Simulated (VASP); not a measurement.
# ZrS (Fm-3m) in VASP: a series of runs

ZrS is run at these levels: LDA; tasks: single point, relaxation of cell and atoms.

All numbers are computed with VASP 6.6.1; they aren't measurements. Logs are shortened: lines on timing, memory, paths and dates and some standing lists are left out, and cuts for length are marked.

**1. The cell of the first run**

It takes space group Fm-3m (No. 225, cubic). The conventional cell has a = 5.134 Å, b = 5.134 Å, c = 5.134 Å, α = 90.00°, β = 90.00°, γ = 90.00°. Zr (site symmetry m-3m) has 6 S at 2.57 Å within 3.4 Å. Within 3.4 Å of S (site symmetry m-3m) lie 6 Zr at 2.57 Å.

**2. Single point, LDA**

Contents of INCAR:

```
SYSTEM = ZrS
  ALGO = Normal
  EDIFF = 1E-7
  ENCUT = 520
  GGA = CA
  ISIF = 2
  ISMEAR = 0
  LASPH = .TRUE.
  LCHARG = .TRUE.
  LELF = .TRUE.
  LREAL = .FALSE.
  LVHAR = .TRUE.
  LWAVE = .FALSE.
  NBANDS = 16
  NELM = 80
  PREC = Accurate
  SIGMA = 0.1
```

Contents of KPOINTS:

```
k-points
0
G
  14 14 14
  0 0 0
```

Contents of POSCAR:

```
ZrS
1.0
    0.0000000000      2.5671447261      2.5671447261
    2.5671447261      0.0000000000      2.5671447261
    2.5671447261      2.5671447261      0.0000000000
Zr S
1 1
Direct
    0.0000000000      0.0000000000      0.0000000000
    0.5000000000      0.5000000000      0.5000000000
```

Potentials or basis: VASP PAW LDA potentials, release 64 (Zr_sv, S).

Run with:

```sh
$ cat potpaw_LDA.64/Zr_sv/POTCAR potpaw_LDA.64/S/POTCAR > POTCAR
$ mpirun -np 1 vasp_std > vasp.out
```

OUTCAR:

```text
SYSTEM = ZrS
   EDIFF = 1E-7
   ENCUT = 520
   GGA = CA
   ISIF = 2
   ISMEAR = 0
   LASPH = .TRUE.
   LREAL = .FALSE.
   NELM = 80
   PREC = Accurate

 ion  position               nearest neighbor table
   1  0.000  0.000  0.000-   2 2.57   2 2.57   2 2.57   2 2.57   2 2.57   2 2.57
   2  0.500  0.500  0.500-   1 2.57   1 2.57   1 2.57   1 2.57   1 2.57   1 2.57

  LATTYP: Found a face centered cubic cell.
 ALAT       =     5.1342894522

  Lattice vectors:

 A1 = (   0.0000000000,   2.5671447261,   2.5671447261)
 A2 = (   2.5671447261,   0.0000000000,   2.5671447261)
 A3 = (   2.5671447261,   2.5671447261,   0.0000000000)

Analysis of symmetry for initial positions (statically):
=====================================================================
 Subroutine PRICEL returns:
 Original cell was already a primitive cell.

 Routine SETGRP: Setting up the symmetry group for a
 face centered cubic supercell.

 Subroutine GETGRP returns: Found 48 space group operations
 (whereof 48 operations were pure point group operations)
 out of a pool of 48 trial point group operations.

The static configuration has the point symmetry O_h .

Analysis of symmetry for dynamics (positions and initial velocities):
=====================================================================
 Subroutine PRICEL returns:
 Original cell was already a primitive cell.

 Routine SETGRP: Setting up the symmetry group for a
 face centered cubic supercell.

 Subroutine GETGRP returns: Found 48 space group operations
 (whereof 48 operations were pure point group operations)
 out of a pool of 48 trial point group operations.

The dynamic configuration has the point symmetry O_h .

 Subroutine INISYM returns: Found 48 space group operations
 (whereof 48 operations are pure point group operations),
 and found     1 'primitive' translations

----------------------------------------------------------------------------------------

                                     Primitive cell

  volume of cell :      33.8362

  direct lattice vectors                    reciprocal lattice vectors
     0.000000000  2.567144726  2.567144726    -0.194768918  0.194768918  0.194768918
     2.567144726  0.000000000  2.567144726     0.194768918 -0.194768918  0.194768918
     2.567144726  2.567144726  0.000000000     0.194768918  0.194768918 -0.194768918

  length of vectors
[... 74 lines left out ...]
   ISTART =      0    job   : 0-new  1-cont  2-samecut
   ICHARG =      2    charge: 1-file 2-atom 10-const
   ISPIN  =      1    spin polarized calculation?
   LNONCOLLINEAR =      F non collinear calculations
   LSORBIT =      F    spin-orbit coupling
   LASPH  =      T    aspherical Exc in radial PAW
   ENCUT  =  520.0 eV  38.22 Ry    6.18 a.u.   6.75  6.75  6.75*2*pi/ulx,y,z
   NELM   =     80;   NELMIN=  2; NELMDL= -5     # of ELM steps
   EDIFF  = 0.1E-06   stopping-criterion for ELM
   LREAL  =      F    real-space projection
   EDIFFG = 0.1E-05   stopping-criterion for IOM
   NSW    =      0    number of steps for IOM
   IBRION =     -1    ionic relax: 0-MD 1-quasi-New 2-CG
   NFREE  =      0    steps in history (QN), initial steepest desc. (CG)
   ISIF   =      2    stress and relaxation
   ISYM   =      2    0-nonsym 1-usesym 2-fastsym
   POTIM  = 0.5000    time-step for ionic-motion
   TEBEG  =    0.0;   TEEND  =   0.0 temperature during run
   PSTRESS=    0.0 pullay stress
   NELECT =      18.0000    total number of electrons
   NUPDOWN=      -1.0000    fix difference up-down
   EMIN   =  10.00;   EMAX   =-10.00  energy-range for DOS
   EFERMI =   0.00;   METHOD = LEGACY
   ISMEAR =     0;   SIGMA  =   0.10  broadening in eV -4-tet -1-fermi 0-gaus
   EFERMI_NEDOS =   21; number of points for ismear=-14 and -15
   IALGO  =     38    algorithm
   IMIX   =      4    mixing-type and parameters
     AMIX     =   0.40;   BMIX     =  1.00
     AMIX_MAG =   1.60;   BMIX_MAG =  1.00
  volume/ion in A,a.u.               =      16.92       114.17
  Fermi-wavevector in a.u.,A,eV,Ry     =   1.326494  2.506710 23.940628  1.759587
  Thomas-Fermi vector in A             =   2.455877
   LORBIT       =      0    0 simple, 1 ext, 2 COOP (PROOUT), +10 PAW based schemes
   GGA     = CA    functional components
   LHFCALC =     F    Hartree Fock is set to
   AEXX    =    0.0000 exact exchange contribution
   IVDW    =     0    specifies the selected vdW correction
   LEPSILON=     F    determine dielectric tensor
   LRPA    =     F    only Hartree local field effects (RPA)
 non-spin polarized calculation
 Gauss-broadening in eV      SIGMA  =   0.10
  energy-cutoff  :      520.00
  volume of cell :       33.84
 maximum number of plane-waves:       941
   NGX = 13   NGY = 13   NGZ = 13

 number of electron      17.9999999 magnetization

 Free energy of the ion-electron system (eV)
  ---------------------------------------------------
  ext. energy  EPLUGINS =         0.00000000
  ---------------------------------------------------
  free energy    TOTEN  =       -17.16182941 eV

  energy without entropy =      -17.15476039  energy(sigma->0) =      -17.15829490

 E-fermi :  11.3828     XC(G=0): -11.8551

 val. band max:       11.3768363641   @ k =   0.5000   0.1429   0.0000
 cond. band min:      11.3884078052   @ k =   0.2857   0.0000   0.0000
 fundamental gap:      0.0115714411
 Fermi energy:        11.3827761863

 k-point     1 :       0.0000    0.0000    0.0000
  band No.  band energies     occupation
      1     -38.1717      2.00000
      2     -16.2907      2.00000
      3     -16.2907      2.00000
      4     -16.2907      2.00000
      5      -4.6654      2.00000
      6       7.8840      2.00000
[... 433 lines left out ...]
      3     -16.3418      2.00000
      4     -16.3343      2.00000
      5      -3.8260      2.00000
      6       4.7024      2.00000
[... 8 lines left out ...]
     15      20.0248      0.00000
     16      20.7189      0.00000

 [... further k-points ...]
[... 5 lines left out ...]
  --------------------------------------------------------------------------------------
  -------------------------------------------------------------------------------------
  Total        0.0417421      0.0417421      0.0417421      0.0000000      0.0000000      0.0000000
  in kB        1.9765333      1.9765333      1.9765333      0.0000000      0.0000000      0.0000000
  external PRESSURE =       1.9765333 kB  Pullay stress =       0.0000000 kB

 VOLUME and BASIS-vectors are now :
 -----------------------------------------------------------------------------
  energy-cutoff  :      520.00
  volume of cell :       33.84
      direct lattice vectors                 reciprocal lattice vectors
     0.000000000  2.567144726  2.567144726    -0.194768918  0.194768918  0.194768918
     2.567144726  0.000000000  2.567144726     0.194768918 -0.194768918  0.194768918
     2.567144726  2.567144726  0.000000000     0.194768918  0.194768918 -0.194768918

 POSITION                                       TOTAL-FORCE (eV/Angst)
 -----------------------------------------------------------------------------------
      0.00000      0.00000      0.00000         0.000000      0.000000     -0.000000
      2.56714      2.56714      2.56714        -0.000000     -0.000000      0.000000
 -----------------------------------------------------------------------------------
    total drift:                                0.000000      0.000000      0.000000

  FREE ENERGIE OF THE ION-ELECTRON SYSTEM (eV)
  ---------------------------------------------------
  free  energy   TOTEN  =       -17.1618294076 eV

  energy  without entropy=      -17.1547603852  energy(sigma->0) =      -17.15829490
```

OSZICAR:

```text
N       E                     dE             d eps       ncg     rms          rms(c)
DAV:   1     0.123580938351E+03    0.12358E+03   -0.96645E+03  3328   0.111E+03
DAV:   2    -0.128117909805E+02   -0.13639E+03   -0.13106E+03  4376   0.287E+02
DAV:   3    -0.179663748547E+02   -0.51546E+01   -0.51164E+01  5128   0.496E+01
DAV:   4    -0.180550499428E+02   -0.88675E-01   -0.88645E-01  4240   0.590E+00
DAV:   5    -0.180566460773E+02   -0.15961E-02   -0.15961E-02  4960   0.615E-01    0.175E+01
DAV:   6    -0.172034509842E+02    0.85320E+00   -0.18058E+00  4104   0.957E+00    0.818E+00
DAV:   7    -0.171686164192E+02    0.34835E-01   -0.18411E-01  4792   0.280E+00    0.330E+00
DAV:   8    -0.171625264258E+02    0.60900E-02   -0.28334E-02  3952   0.112E+00    0.481E-01
DAV:   9    -0.171620533790E+02    0.47305E-03   -0.49919E-03  3912   0.434E-01    0.216E-01
DAV:  10    -0.171618565443E+02    0.19683E-03   -0.54791E-04  4120   0.222E-01    0.832E-02
DAV:  11    -0.171618292776E+02    0.27267E-04   -0.11524E-04  4224   0.637E-02    0.420E-02
DAV:  12    -0.171618294880E+02   -0.21039E-06   -0.33049E-06  4320   0.126E-02    0.875E-03
DAV:  13    -0.171618294076E+02    0.80333E-07   -0.61342E-07  4392   0.625E-03
   1 F= -.17161829E+02 E0= -.17158295E+02  d E =-.706902E-02
```

Wall time 35 s (1 thread of Intel Xeon 6975P-C (Granite Rapids), shared host); peak memory 0.17 GiB.

Results:

```yaml
Free_energy: -17.1618 eV
Pressure: 0.2 GPa
Band_gap_on_the_k_mesh: zero (band 9 reaches 12.98 eV, above the bottom of band 10 at 9.86 eV)
```

**3. Single point, LDA**

Contents of INCAR:

```
PREC = Accurate ; ENCUT = 520
EDIFF = 1E-7 ; ISMEAR = 0
SIGMA = 0.15 ; LREAL = F
LASPH = T ; NELM = 100
ALGO = Normal ; ISIF = 2
LWAVE = F ; LCHARG = F
GGA = CA ; NBANDS = 16
```

Contents of KPOINTS:

```
regular mesh
0
Gamma
  16 16 16
```

POSCAR is that of step 2.

Potentials or basis: VASP PAW LDA potentials, release 64 (Zr_sv, S).

Run with:

```sh
$ cat potpaw_LDA.64/Zr_sv/POTCAR potpaw_LDA.64/S/POTCAR > POTCAR
$ mpirun -np 1 vasp_std > vasp.out
```

Run time: 44 s. Hardware: 1 thread of Intel Xeon 6975P-C (Granite Rapids), shared host; peak memory 0.19 GiB.

Results (log left out):

```
Free energy            : -17.1697 eV
Pressure               : 0.2 GPa
Band gap on the k mesh : zero (band 9 reaches 12.99 eV, above the bottom of band 10 at 9.86 eV)
```

Levels at points of the mesh, in eV from the Fermi level:
```
           k point  band 7  band 8  band 9  band 10  band 11  band 12
(0.00, 0.00, 0.00)   -3.50   -3.50   -1.52    -1.52    -1.52    -0.78
(0.50, 0.00, 0.00)   -6.21   -6.21    1.60     1.60     1.99     2.00
(0.50, 0.50, 0.00)   -4.46   -4.46   -3.76     0.52     2.60     2.60
```

(Continued in part 2 of 2.)
